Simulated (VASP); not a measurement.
A run of VASP 6.6.1 is set up as follows.

Contents of POSCAR:

```
Si2W
1.0
    4.6168523821      0.0000000000      0.0000000000
   -2.3084261911      3.9983114484      0.0000000000
    0.0000000000      0.0000000000      6.6532220000
Si W
6 3
Direct
    0.8363740000      0.6727480000      0.5000000000
    0.1636260000      0.8363740000      0.8333333300
    0.6727480000      0.8363740000      0.1666666700
    0.1636260000      0.3272520000      0.5000000000
    0.8363740000      0.1636260000      0.8333333300
    0.3272520000      0.1636260000      0.1666666700
    0.0000000000      0.5000000000      0.1666666700
    0.5000000000      0.5000000000      0.8333333300
    0.5000000000      0.0000000000      0.5000000000
```

The input INCAR.step1:

```
ALGO = Normal
EDIFF = 1E-4
ENCUT = 520
GGA = PE
ISMEAR = 0
LASPH = T
LCHARG = F
LREAL = F
LWAVE = T
NBANDS = 43
NELM = 60
PREC = Accurate
SIGMA = 0.1
```

File INCAR.step2:

```
ALGO = Normal
EDIFF = 1E-7
ENCUT = 520
ISIF = 2
ISMEAR = 0
ISTART = 1
LASPH = T
LCHARG = F
LMIXTAU = T
LREAL = F
LWAVE = F
METAGGA = R2SCAN
NBANDS = 43
NELM = 60
PREC = Accurate
SIGMA = 0.1
```

Contents of KPOINTS:

```
k-points
0
Gamma
  6 6 4
```

Potentials or basis: VASP PAW PBE potentials, release 64 (Si, W_sv).

Run with:

```bash
$ cat potpaw_PBE.64/Si/POTCAR potpaw_PBE.64/W_sv/POTCAR > POTCAR
$ cp INCAR.step1 INCAR
$ mpirun -np 1 vasp_std > vasp.out
$ cp INCAR.step2 INCAR
$ mpirun -np 1 vasp_std > vasp.out
```

(1) Predict the largest force.

(2) What does it give for the band gap on the k mesh?

(3) What does it give for the pressure?

Results:

(1) 0.004 eV/Å.

(2) 0.13 eV (least direct gap 0.80 eV).

(3) -4.9 GPa.

Caveat: the cell stands under tension; the PAW data sets were made with another functional, which shifts forces and pressure a little; spin-orbit coupling is left out, which moves the levels of the heavy elements.
